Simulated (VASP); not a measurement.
Input of a VASP 6.6.1 run:

The input INCAR:

```
SYSTEM = TiWO5
ALGO     = Normal         ! electronic algorithm
EDIFF    = 1E-6           ! SCF threshold, eV
ENCUT    = 520            ! plane-wave cutoff, eV
GGA      = PE             ! functional
ISIF     = 2              ! what is computed and relaxed
ISMEAR   = -1             ! smearing method
LASPH    = .TRUE.         ! aspherical terms in the spheres
LCHARG   = .FALSE.        ! write CHGCAR
LREAL    = Auto         
LWAVE    = .FALSE.        ! write WAVECAR
NBANDS   = 100            ! bands
NELM     = 80             ! most SCF steps
PREC     = Accurate       ! precision mode
SIGMA    = 0.3275         ! smearing width, eV
```

File KPOINTS:

```
k-points
0
G
  3 3 3
  0 0 0
```

File POSCAR:

```
TiWO5
1.0
    6.8352020000      0.2165210000     -0.0414970000
    0.2165210000      6.5964430000     -0.0725360000
   -0.0414970000     -0.0725360000      6.4352090000
Ti O W
3 15 3
Direct
    0.9758151568      0.5101613123      0.9382769633
    0.6159902937      0.8561349280      0.1370385444
    0.3223001425      0.5416232168      0.3952826775
    0.2829332559      0.6786115766      0.6805871916
    0.7881727741      0.3379320272      0.8153827064
    0.3415288463      0.2193103132      0.6522233043
    0.4485669776      0.7826523370      0.3644241148
    0.9874125103      0.4046621013      0.4040184296
    0.1349318232      0.9318071850      0.9404285222
    0.4925557851      0.9827425666      0.8842589899
    0.4408423237      0.5061983420      0.9203583659
    0.6708703385      0.0470646172      0.5619126808
    0.6970989479      0.5509984048      0.1462126434
    0.5208128143      0.3836313912      0.4840457929
    0.1984895444      0.4974827661      0.1307181196
    0.8929910264      0.7346448772      0.0205864372
    0.0253637484      0.9318752842      0.5761641902
    0.5915344827      0.1316045353      0.1845967539
    0.7515582656      0.2501085783      0.4259180983
    0.5398896377      0.2723012246      0.8634391941
    0.2317969357      0.9719317112      0.7033077655
```

Potentials or basis: VASP PAW PBE potentials, release 64 (Ti_sv, O, W_sv).

The run is started by

```console
$ cat potpaw_PBE.64/Ti_sv/POTCAR potpaw_PBE.64/O/POTCAR potpaw_PBE.64/W_sv/POTCAR > POTCAR
$ mpirun -np 1 vasp_std > vasp.out
```

What does it give for the band gap on the k mesh?

0.74 eV.

What does it give for the pressure?

9.7 GPa.

Forces on the atoms (eV/Å):
```
Ti   2.117 -0.327  2.216
Ti  -1.019 -3.957 -0.203
Ti  -3.113  3.325 -0.005
O   -0.337 -1.324 -2.207
O    1.871 -0.467 -1.379
O   -2.252  0.825  1.419
O    0.193  0.340 -2.125
O   -2.163 -2.376  1.583
O   -0.489  2.105  3.067
O    1.090 -2.366  1.657
O   -0.370  1.387  0.390
O    1.144 -1.116  0.772
O    0.048 -0.878  1.178
O    2.367  2.143 -0.287
O   -1.327 -0.603  0.378
O   -1.140  4.060 -0.196
O   -5.210  0.683 -4.930
O    2.243  3.393 -0.138
W    2.802  1.909 -2.545
W    0.042 -2.591 -0.227
W    3.500 -4.164  1.582
```

Caveat: the atoms stand as in a frame of molecular dynamics; so wide a smearing shifts energies and pressures; spin-orbit coupling is left out, which moves the levels of the heavy elements.
